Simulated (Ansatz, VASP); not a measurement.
# H4CO in VASP and in Ansatz

```
H C O
1.0
     4.44493    0.00000    0.00000
     0.00000    5.02641    0.00000
     0.00000    0.00000    9.07613
H C O
16 4 4
Direct
  0.57626 0.24095 0.48089
  0.92374 0.75905 0.98089
  0.42374 0.74095 0.01911
  0.07626 0.25905 0.51911
  0.94516 0.93045 0.28373
  0.55484 0.06955 0.78373
  0.05484 0.43045 0.21627
  0.44516 0.56955 0.71627
  0.74845 0.79400 0.43781
  0.75155 0.20600 0.93781
  0.25155 0.29400 0.06219
  0.24845 0.70600 0.56219
  0.54504 0.93687 0.28702
  0.95496 0.06313 0.78702
  0.45496 0.43687 0.21298
  0.04504 0.56313 0.71298
  0.74845 0.95472 0.35542
  0.75155 0.04528 0.85542
  0.25155 0.45472 0.14458
  0.24845 0.54528 0.64458
  0.76608 0.21179 0.42295
  0.73392 0.78821 0.92295
  0.23392 0.71179 0.07705
  0.26608 0.28821 0.57705
```

Alike in both runs: functional PBE; dispersion D3(BJ); k mesh 6 × 6 × 4; no spin polarisation.

Ansatz relaxed the structure, and its values are those at the end. VASP's run is a single point on that final structure, the one shown.

```csv
,VASP,Ansatz
version,VASP 6.6.1,Ansatz 0.2.0
potentials or method,"VASP PAW PBE potentials, release 64 (H, C, O), cutoff 520 eV","scalar-relativistic, plane waves, PAW"
occupations,"gaussian, width 0.01 eV",fixed
valence electrons in the cell,56,56
```

Ansatz gave:

- gap on the k mesh at the Fermi level (eV): 5.52
- least direct gap on the mesh (eV): 5.60
- pressure (GPa): 0.0
- rms of the force components (eV/Å): 0.000

**Question.** Estimate VASP's values.

**Answer.** gap on the k mesh at the Fermi level (eV): 5.52; least direct gap on the mesh (eV): 5.59; pressure (GPa): 0.1; rms of the force components (eV/Å): 0.047.
